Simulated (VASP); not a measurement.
# Mg (I4/mmm) in VASP: further runs, part 2 of 2

VASP 6.6.1.

## Step 3: Relaxation of cell and atoms, PBEsol, target pressure 25 GPa, at which the enthalpy is minimised

This run uses another cell than the first one, of 16.74 Å³/atom.

Contents of INCAR:

```
PREC = Accurate
ENCUT = 600
EDIFF = 1E-7
ISMEAR = 0
SIGMA = 0.1
LREAL = F
LASPH = T
NELM = 60
ALGO = Fast
ISIF = 3
LWAVE = F
LCHARG = F
GGA = PS
IBRION = 2
NSW = 70
EDIFFG = -0.008
PSTRESS = 250.0
```

Contents of KPOINTS:

```
regular mesh
0
Gamma
  18 18 18
```

Contents of POSCAR:

```
Mg
1.0
   -1.6245786226      1.6245786226      1.5854231148
    1.6245786226     -1.6245786226      1.5854231148
    1.6245786226      1.6245786226     -1.5854231148
Mg
1
Direct
    0.0000000000      0.0000000000      0.0000000000
```

Potentials or basis: VASP PAW PBE potentials, release 64 (Mg).

On the command line:

```sh
$ cat potpaw_PBE.64/Mg/POTCAR > POTCAR
$ mpirun -np 1 vasp_std > vasp.out
```

OUTCAR:

```text
PREC = Accurate
   ENCUT = 600
   EDIFF = 1E-7
   ISMEAR = 0
   LREAL = F
   LASPH = T
   NELM = 60
   ISIF = 3
   GGA = PS
   IBRION = 2
   NSW = 70
   EDIFFG = -0.008
   PSTRESS = 250.0

 ion  position               nearest neighbor table
   1  0.000  0.000  0.000-

  LATTYP: Found a body centered tetragonal cell.
 ALAT       =     3.2491572452
 C/A-ratio  =     0.9758980530

  Lattice vectors:

 A1 = (  -1.6245786226,   1.6245786226,   1.5854231148)
 A2 = (   1.6245786226,  -1.6245786226,   1.5854231148)
 A3 = (   1.6245786226,   1.6245786226,  -1.5854231148)

Analysis of symmetry for initial positions (statically):
=====================================================================
 Subroutine PRICEL returns:
 Original cell was already a primitive cell.

 Routine SETGRP: Setting up the symmetry group for a
 body centered tetragonal supercell.

 Subroutine GETGRP returns: Found 16 space group operations
 (whereof 16 operations were pure point group operations)
 out of a pool of 16 trial point group operations.

The static configuration has the point symmetry D_4h.

Analysis of symmetry for dynamics (positions and initial velocities):
=====================================================================
 Subroutine PRICEL returns:
 Original cell was already a primitive cell.

 Routine SETGRP: Setting up the symmetry group for a
 body centered tetragonal supercell.

 Subroutine GETGRP returns: Found 16 space group operations
 (whereof 16 operations were pure point group operations)
 out of a pool of 16 trial point group operations.

The dynamic configuration has the point symmetry D_4h.

 Subroutine INISYM returns: Found 16 space group operations
 (whereof 16 operations are pure point group operations),
[... 118 lines left out ...]
   LORBIT       =      0    0 simple, 1 ext, 2 COOP (PROOUT), +10 PAW based schemes
   GGA     = PS    functional components
   LHFCALC =     F    Hartree Fock is set to
   AEXX    =    0.0000 exact exchange contribution
   IVDW    =     0    specifies the selected vdW correction
   LEPSILON=     F    determine dielectric tensor
   LRPA    =     F    only Hartree local field effects (RPA)
 conjugate gradient relaxation of ions
 non-spin polarized calculation
 RMM-DIIS sequential band-by-band and
 Gauss-broadening in eV      SIGMA  =   0.10
  energy-cutoff  :      600.00
  volume of cell :       16.74
 maximum number of plane-waves:       575
   NGX = 11   NGY = 11   NGZ = 11

--------------------------------------- Ionic step        1  -------------------------------------------

 number of electron       2.0000000 magnetization

 Free energy of the ion-electron system (eV)
  ---------------------------------------------------
  ext. energy  EPLUGINS =         0.00000000
  ---------------------------------------------------
  free energy    TOTEN  =        -1.42385388 eV

  energy without entropy =       -1.42204906  energy(sigma->0) =       -1.42295147

------------------------ aborting loop because EDIFF is reached ----------------------------------------

  FORCE on cell =-STRESS in cart. coord.  units (eV):
  Direction    XX          YY          ZZ          XY          YZ          ZX
  --------------------------------------------------------------------------------------
  -------------------------------------------------------------------------------------
  Total        2.0427706      2.0427706      2.0211324      0.0000000      0.0000000      0.0000000
  in kB      195.5435709    195.5435709    193.4722586      0.0000000      0.0000000      0.0000000
  external PRESSURE =     -55.1468666 kB  Pullay stress =     250.0000000 kB
[... 246 lines left out ...]
--------------------------------------- Ionic step        8  -------------------------------------------

 number of electron       2.0000000 magnetization

 Free energy of the ion-electron system (eV)
  ---------------------------------------------------
  ext. energy  EPLUGINS =         0.00000000
  ---------------------------------------------------
  free energy    TOTEN  =        -1.31372319 eV

  energy without entropy =       -1.31205212  energy(sigma->0) =       -1.31288766

 E-fermi :   4.8253     XC(G=0):  -9.7669

 val. band max:        4.8201615293   @ k =   0.4444   0.1111   0.0556
 cond. band min:       4.8257091571   @ k =  -0.3333   0.5000   0.2778
 fundamental gap:      0.0055476278
 Fermi energy:         4.8253314216

 k-point     1 :       0.0000    0.0000    0.0000
  band No.  band energies     occupation
      1      -3.8465      2.00000
      2      19.9701      0.00000
      3      20.7643      0.00000
      4      20.7643      0.00000
      5      22.5162      0.00000
[... 177 lines left out ...]
 k-point    24 :      -0.2222    0.0556    0.0000
  band No.  band energies     occupation
      1      -2.6470      2.00000
      2      14.1251      0.00000
      3      16.2925      0.00000
      4      18.8607      0.00000
      5      19.9686      0.00000

 [... further k-points ...]

------------------------ aborting loop because EDIFF is reached ----------------------------------------

  FORCE on cell =-STRESS in cart. coord.  units (eV):
  Direction    XX          YY          ZZ          XY          YZ          ZX
  --------------------------------------------------------------------------------------
  -------------------------------------------------------------------------------------
  Total        2.4858275      2.4858275      2.4872872      0.0000000      0.0000000      0.0000000
  in kB      249.8561963    249.8561963    250.0029091      0.0000000      0.0000000      0.0000000
  external PRESSURE =      -0.0948994 kB  Pullay stress =     250.0000000 kB
[... 20 lines left out ...]
  energy  without entropy=       -1.3120521218  energy(sigma->0) =       -1.31288766

  enthalpy is  TOTEN    =         1.1735350576 eV   P V=        2.4872582494

 reached required accuracy - stopping structural energy minimisation
```

CONTCAR:

```text
Mg
   1.00000000000000
    -1.6018292165365462    1.6018292165365462    1.5530986454902680
     1.6018292165365462   -1.6018292165365462    1.5530986454902680
     1.6018292165365462    1.6018292165365462   -1.5530986454902680
  Mg
     1
Direct
     1.0000000000000000    1.0000000000000000    0.0000000000000000

  0.00000000E+00  0.00000000E+00  0.00000000E+00
```

Wall time 67 s (1 thread of Intel Xeon 8259CL, shared host); peak memory 0.2 GiB.

What came out:

* Free energy: -1.3137 eV
* Relaxed volume: 15.94 Å³/atom
* Relaxed cell: a = 2.747 Å, b = 2.747 Å, c = 2.747 Å, α = 108.65°, β = 108.65°, γ = 111.13°
* Space group after relaxing (to 0.1 Å): I4/mmm (No. 139)
* Energy change on relaxing (the run minimises the enthalpy): +110.1 meV/atom
* Ionic steps: 8
* Pressure after relaxing: 25.0 GPa
* Band gap on the k mesh: zero (bands 1 and 2 overlap by 4.87 eV)

The path:
```
step  energy change (eV)  largest force (eV/Å)  pressure (GPa)  volume (Å³)
   1              0.0000                0.0000           19.49        16.74
   2              0.2053                0.0000           29.59        15.38
   3              0.1100                0.0000           24.99        15.94
   4              0.1125                0.0000           25.11        15.93
   5              0.1090                0.0000           24.94        15.95
   6              0.1083                0.0000           24.90        15.95
   7              0.1088                0.0000           24.93        15.95
   8              0.1101                0.0000           24.99        15.94
```

Final structure:
```yaml
crystal:
  lattice:
    - [-1.60183, 1.60183, 1.55310]
    - [1.60183, -1.60183, 1.55310]
    - [1.60183, 1.60183, -1.55310]
  atoms:
    - { symbol: Mg, position: [0.00000, 0.00000, 0.00000] }
```

Caveat: the cell is relaxed towards a set pressure, so the run minimises the enthalpy, not the energy; the PAW data sets were made with another functional, which shifts forces and pressure a little.

## Step 4: Relaxation of cell and atoms, PBEsol, target pressure 50 GPa, at which the enthalpy is minimised

This run uses another cell than the first one, of 14.67 Å³/atom.

Edit INCAR of step 3 so:

```diff
@@ -2,3 +2,3 @@
 ENCUT = 600
-EDIFF = 1E-7
+EDIFF = 1E-6
 ISMEAR = 0
@@ -16,2 +16,2 @@
 EDIFFG = -0.008
-PSTRESS = 250.0
+PSTRESS = 500.0
```

Contents of KPOINTS:

```
Automatic mesh
0
Gamma
  20 20 20
```

Contents of POSCAR:

```
Mg
1.0
   -1.5570760819      1.5570760819      1.5126739173
    1.5570760819     -1.5570760819      1.5126739173
    1.5570760819      1.5570760819     -1.5126739173
Mg
1
Direct
    0.0000000000      0.0000000000      0.0000000000
```

On the command line:

```sh
$ cat potpaw_PBE.64/Mg/POTCAR > POTCAR
$ mpirun -np 1 vasp_std > vasp.out
```

It took 87 s on 1 thread of Intel Xeon 8259CL, shared host; peak memory 0.22 GiB.

It converged, with:

- Free energy: -0.7848 eV
- Relaxed volume: 13.59 Å³/atom
- Relaxed cell: a = 2.604 Å, b = 2.604 Å, c = 2.604 Å, α = 109.48°, β = 109.48°, γ = 109.45°
- Space group after relaxing (to 0.1 Å): Im-3m (No. 229)
- Energy change on relaxing (the run minimises the enthalpy): +287.9 meV/atom
- Ionic steps: 9
- Pressure after relaxing: 50.0 GPa
- Band gap on the k mesh: zero (bands 1 and 2 overlap by 4.86 eV)

The path:
| step | energy change (eV) | largest force (eV/Å) | pressure (GPa) | volume (Å³) |
| --- | --- | --- | --- | --- |
| 1 | 0.0000 | 0.0000 | 36.53 | 14.67 |
| 2 | 0.8202 | 0.0000 | 74.77 | 12.20 |
| 3 | 0.2819 | 0.0000 | 49.67 | 13.61 |
| 4 | 0.2900 | 0.0000 | 50.04 | 13.59 |
| 5 | 0.2966 | 0.0000 | 50.35 | 13.57 |
| 6 | 0.2962 | 0.0000 | 50.36 | 13.56 |
| 7 | 0.2972 | 0.0000 | 50.43 | 13.56 |
| 8 | 0.2685 | 0.0000 | 49.10 | 13.65 |
| 9 | 0.2879 | 0.0000 | 50.00 | 13.59 |

Final structure:
```
Mg
1.0
    -1.50304    1.50304    1.50364
     1.50304   -1.50304    1.50364
     1.50304    1.50304   -1.50364
Mg
1
Direct
  0.00000 0.00000 0.00000
```

Levels at points of the mesh, in eV from the Fermi level:
```tsv
k point	band 1	band 2	band 3	band 4	band 5
(0.00, 0.00, 0.00)	-9.58	16.90	16.90	16.91	19.60
(0.50, 0.00, 0.00)	-2.30	-0.96	10.58	14.13	14.37
(0.50, 0.50, 0.00)	-2.30	-0.95	10.57	14.12	14.36
(0.50, 0.50, 0.50)	3.90	3.90	5.83	5.84	5.84
```

Caveat: the cell is relaxed towards a set pressure, so the run minimises the enthalpy, not the energy; the PAW data sets were made with another functional, which shifts forces and pressure a little.

## Step 5: The runs side by side

| cell | k mesh | gap on the mesh (eV) | pressure (GPa) |
| --- | --- | --- | --- |
| relaxed to 90 GPa from a = 2.531 Å, angles 109.5°, 1 atom | 20 × 20 × 20 | none | 90.0 |
| relaxed to 25 GPa from a = 2.791 Å, angles 108.8, 108.8, 110.8°, 1 atom | 18 × 18 × 18 | none | 25.0 |
| relaxed to 50 GPa from a = 2.672 Å, angles 108.7, 108.7, 111.0°, 1 atom | 20 × 20 × 20 | none | 50.0 |

Alike in all rows: task relaxation of cell and atoms; level PBEsol; potentials or basis VASP PAW PBE potentials, release 64 (Mg); no spin polarisation; cutoff (eV) 600; smearing gaussian 0.1 eV.

Caveats: the cell is relaxed towards a set pressure, so the run minimises the enthalpy, not the energy; the PAW data sets were made with another functional, which shifts forces and pressure a little.

Absolute energies hang on the potentials; compare differences alone.

The gap in the log of VASP goes by the Fermi energy; the results here count the filled bands.